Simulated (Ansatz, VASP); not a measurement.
**Al2Cu in VASP and in Ansatz**

```xyz
3
Lattice="4.2173 0.0000 0.0000 0.0000 4.2173 0.0000 0.0000 0.0000 2.6540" Properties=species:S:1:pos:R:3 pbc="T T T"
Al    2.1086    0.0000    1.3270
Al    0.0000    2.1086    1.3270
Cu    0.0000    0.0000    0.0000
```

Alike in both runs: task single point; functional PBE; k mesh 10 × 10 × 14; occupations gaussian, width 0.15 eV; no spin polarisation.

|  | VASP | Ansatz |
| --- | --- | --- |
| version | VASP 6.6.1 | Ansatz 0.2.0 |
| potentials or method | VASP PAW PBE potentials, release 64 (Al, Cu), cutoff 520 eV | scalar-relativistic, plane waves, PAW |
| valence electrons in the cell | 17 | 25 |

Ansatz gave:

| Quantity | Value |
| --- | --- |
| gap on the k mesh at the Fermi level (eV) | none |
| pressure (GPa) | 5.2 |
| traceless stress, the component that is largest in VASP (GPa) | 6.90 |

Question: Which values does VASP return?

Answer: gap on the k mesh at the Fermi level (eV): none; pressure (GPa): 5.3; traceless stress, the component that is largest in VASP (GPa): 6.85.

A gap of «none» marks a metal or a gap that the smearing closes. With one functional, cell and mesh, what is left measures potentials, basis and numerics. VASP's potentials hold 17 valence electrons a cell and Ansatz's 25, so a difference there can come from the potentials and not from the codes.
